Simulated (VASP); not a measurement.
# MnO2 (R-3m) in VASP: settings compared, part 2 of 2

VASP 6.6.1. Earlier steps stand in the parts before.

### 4 Single point, LDA, collinear spin, ferromagnetic start

File INCAR:

```
SYSTEM = MnO2
PREC = Accurate ; ENCUT = 700
EDIFF = 1E-6 ; ISMEAR = -1
SIGMA = 0.05 ; LREAL = .FALSE.
LASPH = .TRUE. ; NELM = 200
ALGO = Normal ; ISIF = 2
LWAVE = .FALSE. ; LCHARG = .FALSE.
ISPIN = 2 ; MAGMOM = 4 0 0
LORBIT = 11 ; LMAXMIX = 4
GGA = CA ; NBANDS = 24
GGA_COMPAT = .FALSE.
```

File KPOINTS:

```
regular mesh
0
G
  11 11 11
  0 0 0
```

File POSCAR:

```
MnO2
1.0
    1.4284348394      0.8247072390      4.5839315268
   -1.4284348394      0.8247072390      4.5839315268
    0.0000000000     -1.6494144781      4.5839315268
Mn O
1 2
Direct
    0.0000000000      0.0000000000      0.0000000000
    0.7356355100      0.7356355100      0.7356355100
    0.2643644900      0.2643644900      0.2643644900
```

On the command line:

```
cat potpaw_LDA.64/Mn_sv/POTCAR potpaw_LDA.64/O/POTCAR > POTCAR
mpirun -np 1 vasp_std > vasp.out
```

It took 14 min on 1 thread of Intel Xeon Platinum 8259CL at 2.50GHz (Skylake/Cascade Lake), shared host; peak memory 0.4 GiB.

Results (log left out):

| Property | Result |
| --- | --- |
| Free energy | -26.2808 eV |
| Pressure | -8.7 GPa |
| Largest force | 0.531 eV/Å |
| Band gap on the k mesh | 0.36 eV (least direct gap 0.41 eV) |
| Net moment | 3.00 μB per cell |
| Site moments | Mn +2.68; O +0.06 μB |
| Valence electrons inside the program's atomic spheres | Mn 12.80; O 4.96 |

Forces on the atoms (eV/Å):
```
Mn   0.000  0.000  0.000
O    0.000  0.000 -0.531
O    0.000  0.000  0.531
```

Stress tensor (GPa, compression positive):
```
-9.81  0.00  0.00
 0.00 -9.81  0.00
 0.00  0.00 -6.49
```

Levels at points of the mesh, in eV from the valence-band top:
Spin up:
```csv
k point,band 13,band 14,band 15,band 16,band 17,band 18
"(0.00, 0.00, 0.00)",-1.65,-1.38,-0.28,2.69,2.69,6.80
```
Spin down:
```
           k point  band 10  band 11  band 12  band 13  band 14  band 15
(0.00, 0.00, 0.00)    -1.51    -1.51    -1.18     0.36     0.36     2.07
```

Caveat: the cell stands under tension; a cell with one magnetic atom can't hold antiferromagnetic order, which such compounds often take. A k mesh can miss the band edges.

### 5 Single point, PBEsol, collinear spin, ferromagnetic start

File INCAR:

```
SYSTEM = MnO2
PREC = Accurate
ENCUT = 700
EDIFF = 1E-6
ISMEAR = -1
SIGMA = 0.05
LREAL = .FALSE.
LASPH = .TRUE.
NELM = 200
ALGO = Normal
ISIF = 2
LWAVE = .FALSE.
LCHARG = .FALSE.
ISPIN = 2
MAGMOM = -2.09 0 0
LORBIT = 11
LMAXMIX = 4
GGA = PS
NBANDS = 24
GGA_COMPAT = .FALSE.
```

File KPOINTS:

```
Automatic mesh
0
G
  11 11 11
  0 0 0
```

POSCAR is that of step 4.

Potentials or basis: VASP PAW PBE potentials, release 64 (Mn_sv, O).

On the command line:

```
cat potpaw_PBE.64/Mn_sv/POTCAR potpaw_PBE.64/O/POTCAR > POTCAR
mpirun -np 1 vasp_std > vasp.out
```

Run time: 20 min. Hardware: 1 thread of Intel Xeon Platinum 8175M at 2.50GHz (Skylake/Cascade Lake), shared host; peak memory 0.49 GiB.

It converged, with:

```
Free energy                                           : -25.2634 eV
Pressure                                              : -2.3 GPa
Largest force                                         : 0.176 eV/Å
Band gap on the k mesh                                : 0.75 eV (least direct gap 0.82 eV)
Net moment                                            : -3.00 μB per cell
Site moments                                          : Mn -2.72; O -0.04 μB
Valence electrons inside the program's atomic spheres : Mn 12.78; O 4.98
```

Forces in eV/Å, atoms in the order of the input:
```
Mn   0.000  0.000  0.000
O    0.000  0.000 -0.176
O    0.000  0.000  0.176
```

Stress tensor (GPa, compression positive):
```
-2.98  0.00  0.00
 0.00 -2.98  0.00
 0.00  0.00 -1.07
```

Levels at points of the mesh, in eV from the valence-band top:
Spin up:
| k point | band 9 | band 10 | band 11 | band 12 | band 13 | band 14 | band 15 | band 16 |
| --- | --- | --- | --- | --- | --- | --- | --- | --- |
| (0.00, 0.00, 0.00) | -5.12 | -1.39 | -1.39 | -1.03 | 0.75 | 0.75 | 2.44 | 4.23 |
Spin down:
| k point | band 13 | band 14 | band 15 | band 16 | band 17 | band 18 |
| --- | --- | --- | --- | --- | --- | --- |
| (0.00, 0.00, 0.00) | -1.47 | -1.21 | -0.30 | 2.86 | 2.86 | 7.00 |

Caveat: the PAW data sets were made with another functional, which shifts forces and pressure a little; a cell with one magnetic atom can't hold antiferromagnetic order, which such compounds often take. A k mesh can miss the band edges.

### 6 Single point, LDA, collinear spin, ferromagnetic start

This run uses another cell than the first one, of 10.15 Å³/atom.

File INCAR:

```
SYSTEM = MnO2
PREC     = Accurate       ! precision mode
ENCUT    = 700            ! plane-wave cutoff, eV
EDIFF    = 1E-6           ! SCF threshold, eV
ISMEAR   = -1             ! smearing method
SIGMA    = 0.05           ! smearing width, eV
LREAL    = .FALSE.        ! projectors in reciprocal space
LASPH    = .TRUE.         ! aspherical terms in the spheres
NELM     = 200            ! most SCF steps
ALGO     = Normal         ! electronic algorithm
ISIF     = 2              ! what is computed and relaxed
LWAVE    = .FALSE.        ! write WAVECAR
LCHARG   = .TRUE.         ! write CHGCAR
ISPIN    = 2              ! spin polarisation
MAGMOM   = 4 0 0          ! initial moments
LORBIT   = 11             ! projections on sites
LMAXMIX  = 4              ! l up to which the mixer works
LELF     = .TRUE.         ! ELF
LVHAR    = .TRUE.       
NBANDS   = 24             ! bands
GGA_COMPAT= .FALSE.
```

KPOINTS is that of step 5.

File POSCAR:

```
MnO2
1.0
    1.3992749259      0.8078717551      4.4903556470
   -1.3992749259      0.8078717551      4.4903556470
    0.0000000000     -1.6157435103      4.4903556470
Mn O
1 2
Direct
    0.0000000000      0.0000000000      0.0000000000
    0.7356355100      0.7356355100      0.7356355100
    0.2643644900      0.2643644900      0.2643644900
```

Potentials or basis: VASP PAW LDA potentials, release 64 (Mn_sv, O).

On the command line:

```
cat potpaw_LDA.64/Mn_sv/POTCAR potpaw_LDA.64/O/POTCAR > POTCAR
mpirun -np 1 vasp_std > vasp.out
```

OUTCAR:

```text
SYSTEM = MnO2
   PREC = Accurate
   ENCUT = 700
   EDIFF = 1E-6
   ISMEAR = -1
   LREAL = .FALSE.
   LASPH = .TRUE.
   NELM = 200
   ISIF = 2
   ISPIN = 2
   LORBIT = 11

 ion  position               nearest neighbor table
   1  0.000  0.000  0.000-   2 1.86   2 1.86   3 1.86   3 1.86   2 1.86   3 1.86
   2  0.736  0.736  0.736-   1 1.86   1 1.86   1 1.86
   3  0.264  0.264  0.264-   1 1.86   1 1.86   1 1.86

  LATTYP: Found a trigonal (rhomboedric) cell.
 ALAT       =     4.7722029428
 COS(alpha) =     0.8280515398

  Lattice vectors:

 A1 = (   1.3992749259,   0.8078717551,   4.4903556470)
 A2 = (  -1.3992749259,   0.8078717551,   4.4903556470)
 A3 = (   0.0000000000,  -1.6157435103,   4.4903556470)

Analysis of symmetry for initial positions (statically):
=====================================================================
 Subroutine PRICEL returns:
 Original cell was already a primitive cell.

 Routine SETGRP: Setting up the symmetry group for a
 trigonal (rhombohedral) supercell.

 Subroutine GETGRP returns: Found 12 space group operations
 (whereof 12 operations were pure point group operations)
 out of a pool of 12 trial point group operations.

The static configuration has the point symmetry D_3d.

Analysis of symmetry for dynamics (positions and initial velocities):
=====================================================================
 Subroutine PRICEL returns:
 Original cell was already a primitive cell.

 Routine SETGRP: Setting up the symmetry group for a
 trigonal (rhombohedral) supercell.

 Subroutine GETGRP returns: Found 12 space group operations
 (whereof 12 operations were pure point group operations)
 out of a pool of 12 trial point group operations.

The dynamic configuration has the point symmetry D_3d.

Analysis of structural, dynamic, and magnetic symmetry:
=====================================================================
 Subroutine PRICEL returns:
 Original cell was already a primitive cell.

 Routine SETGRP: Setting up the symmetry group for a
 trigonal (rhombohedral) supercell.

 Subroutine GETGRP returns: Found 12 space group operations
 (whereof 12 operations were pure point group operations)
 out of a pool of 12 trial point group operations.

The overall configuration has the point symmetry D_3d.

 Subroutine INISYM returns: Found 12 space group operations
 (whereof 12 operations are pure point group operations),
 and found     1 'primitive' translations

----------------------------------------------------------------------------------------

                                     Primitive cell

  volume of cell :      30.4563

  direct lattice vectors                    reciprocal lattice vectors
     1.399274926  0.807871755  4.490355647     0.357327921  0.206303371  0.074233170
    -1.399274926  0.807871755  4.490355647    -0.357327921  0.206303371  0.074233170
     0.000000000 -1.615743510  4.490355647     0.000000000 -0.412606743  0.074233170

  length of vectors
     4.772202943  4.772202943  4.772202943     0.419231306  0.419231306  0.419231306

  position of ions in fractional coordinates (direct lattice)
     0.000000000  0.000000000  0.000000000
     0.735635510  0.735635510  0.735635510
     0.264364490  0.264364490  0.264364490

  ion indices of the primitive-cell ions
   primitive index   ion index
[... 71 lines left out ...]
   LSORBIT =      F    spin-orbit coupling
   LASPH  =      T    aspherical Exc in radial PAW
   ENCUT  =  700.0 eV  51.45 Ry    7.17 a.u.  10.29 10.29 10.29*2*pi/ulx,y,z
   NELM   =    200;   NELMIN=  2; NELMDL= -5     # of ELM steps
   EDIFF  = 0.1E-05   stopping-criterion for ELM
   LREAL  =      F    real-space projection
   EDIFFG = 0.1E-04   stopping-criterion for IOM
   NSW    =      0    number of steps for IOM
   IBRION =     -1    ionic relax: 0-MD 1-quasi-New 2-CG
   NFREE  =      0    steps in history (QN), initial steepest desc. (CG)
   ISIF   =      2    stress and relaxation
   ISYM   =      2    0-nonsym 1-usesym 2-fastsym
   POTIM  = 0.5000    time-step for ionic-motion
   TEBEG  =    0.0;   TEEND  =   0.0 temperature during run
   PSTRESS=    0.0 pullay stress
   NELECT =      27.0000    total number of electrons
   NUPDOWN=      -1.0000    fix difference up-down
   EMIN   =  10.00;   EMAX   =-10.00  energy-range for DOS
   EFERMI =   0.00;   METHOD = LEGACY
   ISMEAR =    -1;   SIGMA  =   0.05  broadening in eV -4-tet -1-fermi 0-gaus
   EFERMI_NEDOS =   21; number of points for ismear=-14 and -15
   IALGO  =     38    algorithm
   IMIX   =      4    mixing-type and parameters
     AMIX     =   0.40;   BMIX     =  1.00
     AMIX_MAG =   1.60;   BMIX_MAG =  1.00
  volume/ion in A,a.u.               =      10.15        68.51
  Fermi-wavevector in a.u.,A,eV,Ry     =   1.572668  2.971911 33.651062  2.473283
  Thomas-Fermi vector in A             =   2.674067
   LORBIT       =     11    0 simple, 1 ext, 2 COOP (PROOUT), +10 PAW based schemes
   GGA     = CA    functional components
   LHFCALC =     F    Hartree Fock is set to
   AEXX    =    0.0000 exact exchange contribution
   IVDW    =     0    specifies the selected vdW correction
   LEPSILON=     F    determine dielectric tensor
   LRPA    =     F    only Hartree local field effects (RPA)
 spin polarized calculation
  energy-cutoff  :      700.00
  volume of cell :       30.46
 maximum number of plane-waves:      1299
 NGX is ok and might be reduce to    42
   NGX = 21   NGY = 21   NGZ = 21

 number of electron      26.9999995 magnetization       2.9901736

 Free energy of the ion-electron system (eV)
  ---------------------------------------------------
  ext. energy  EPLUGINS =         0.00000000
  ---------------------------------------------------
  free energy    TOTEN  =       -26.30467990 eV

  energy without entropy =      -26.30314252  energy(sigma->0) =      -26.30391121

 E-fermi :   5.2687     XC(G=0): -11.8372

 val. band max:        5.1886389050   @ k =  -0.4545   0.4545   0.4545
 cond. band min:       5.3141979460   @ k =   0.0000   0.0000   0.0000
 fundamental gap:      0.1255590410
 Fermi energy:         5.2686664720

 spin component 1

 k-point     1 :       0.0000    0.0000    0.0000
  band No.  band energies     occupation
      1     -75.6745      1.00000
      2     -44.8215      1.00000
      3     -44.8215      1.00000
      4     -44.7929      1.00000
      5     -15.0852      1.00000
      6     -12.3882      1.00000
[... 637 lines left out ...]
     23      24.7770      0.00000
     24      26.1602      0.00000

 [... further k-points ...]

 spin component 2

 k-point     1 :       0.0000    0.0000    0.0000
  band No.  band energies     occupation
      1     -72.8111      1.00000
      2     -42.0899      1.00000
      3     -42.0899      1.00000
      4     -41.9439      1.00000
      5     -14.8274      1.00000
      6     -12.1671      1.00000
[... 637 lines left out ...]
     23      25.2552      0.00000
     24      26.6378      0.00000

 [... further k-points ...]

------------------------ aborting loop because EDIFF is reached ----------------------------------------

  FORCE on cell =-STRESS in cart. coord.  units (eV):
  Direction    XX          YY          ZZ          XY          YZ          ZX
  --------------------------------------------------------------------------------------
  -------------------------------------------------------------------------------------
  Total        1.0393828      1.0393828      0.5572918      0.0000000     -0.0000000     -0.0000000
  in kB       54.6774982     54.6774982     29.3167477      0.0000000     -0.0000000     -0.0000000
  external PRESSURE =      46.2239147 kB  Pullay stress =       0.0000000 kB

 VOLUME and BASIS-vectors are now :
 -----------------------------------------------------------------------------
  energy-cutoff  :      700.00
  volume of cell :       30.46
      direct lattice vectors                 reciprocal lattice vectors
     1.399274926  0.807871755  4.490355647     0.357327921  0.206303371  0.074233170
    -1.399274926  0.807871755  4.490355647    -0.357327921  0.206303371  0.074233170
     0.000000000 -1.615743510  4.490355647     0.000000000 -0.412606743  0.074233170

 POSITION                                       TOTAL-FORCE (eV/Angst)
 -----------------------------------------------------------------------------------
      0.00000      0.00000      0.00000         0.000000     -0.000000     -0.000000
      0.00000     -0.00000      9.90980        -0.000000     -0.000000      0.415828
      0.00000     -0.00000      3.56127        -0.000000      0.000000     -0.415828
 -----------------------------------------------------------------------------------
    total drift:                               -0.000000     -0.000000      0.000000

  FREE ENERGIE OF THE ION-ELECTRON SYSTEM (eV)
  ---------------------------------------------------
  free  energy   TOTEN  =       -26.3046799009 eV

  energy  without entropy=      -26.3031425193  energy(sigma->0) =      -26.30391121

 total charge

# of ion       s       p       d       tot
------------------------------------------
    1        2.222   6.131   4.527  12.880
    2        1.568   3.435   0.000   5.003
    3        1.568   3.435   0.000   5.003
--------------------------------------------------
tot          5.357  13.002   4.527  22.886

 magnetization (x)

# of ion       s       p       d       tot
------------------------------------------
    1        0.022   0.017   2.583   2.622
    2        0.004   0.080   0.000   0.084
    3        0.004   0.080   0.000   0.084
--------------------------------------------------
tot          0.030   0.178   2.583   2.790
```

Wall time 16 min (1 thread of Intel Xeon Platinum 8259CL at 2.50GHz (Skylake/Cascade Lake), shared host); peak memory 0.38 GiB.

Results:

| Quantity | Value |
| --- | --- |
| Free energy | -26.3047 eV |
| Pressure | 4.6 GPa |
| Largest force | 0.416 eV/Å |
| Band gap on the k mesh | 0.13 eV (least direct gap 0.16 eV) |
| Net moment | 2.99 μB per cell |
| Site moments | Mn +2.62; O +0.08 μB |
| Valence electrons inside the program's atomic spheres | Mn 12.88; O 5.00 |

Forces on the atoms (eV/Å):
```
Mn   0.000  0.000  0.000
O    0.000  0.000  0.416
O    0.000  0.000 -0.416
```

Caveat: the cell stands under pressure; a cell with one magnetic atom can't hold antiferromagnetic order, which such compounds often take. A k mesh can miss the band edges.

### 7 Summary

```csv
level,potentials or basis,cell,gap on the mesh (eV),pressure (GPa),moment (μB),largest force (eV/Å)
PBEsol,"VASP PAW PBE potentials, release 64 (Mn_sv, O)","a = 4.872 Å, angles 34.1°, 3 atoms",0.75,-2.3,3.00,0.18
LDA,"VASP PAW LDA potentials, release 64 (Mn_sv, O)","a = 4.806 Å, angles 34.1°, 3 atoms",0.21,-0.3,3.00,0.07
LDA,"VASP PAW LDA potentials, release 64 (Mn_sv, O)","a = 4.872 Å, angles 34.1°, 3 atoms",0.36,-8.7,3.00,0.53
LDA,"VASP PAW LDA potentials, release 64 (Mn_sv, O)","a = 4.772 Å, angles 34.1°, 3 atoms",0.13,4.6,2.99,0.42
```

Alike in all rows: task single point; spin collinear, ferromagnetic start; k mesh 11 × 11 × 11; cutoff (eV) 700; smearing fermi-dirac 0.05 eV.

Caveats: a cell with one magnetic atom can't hold antiferromagnetic order, which such compounds often take; the PAW data sets were made with another functional, which shifts forces and pressure a little (at least some runs); the cell stands under tension (at least some runs); the cell stands under pressure (at least some runs).

Total energies depend on the potentials used, so only differences within one code and one set of settings carry meaning.
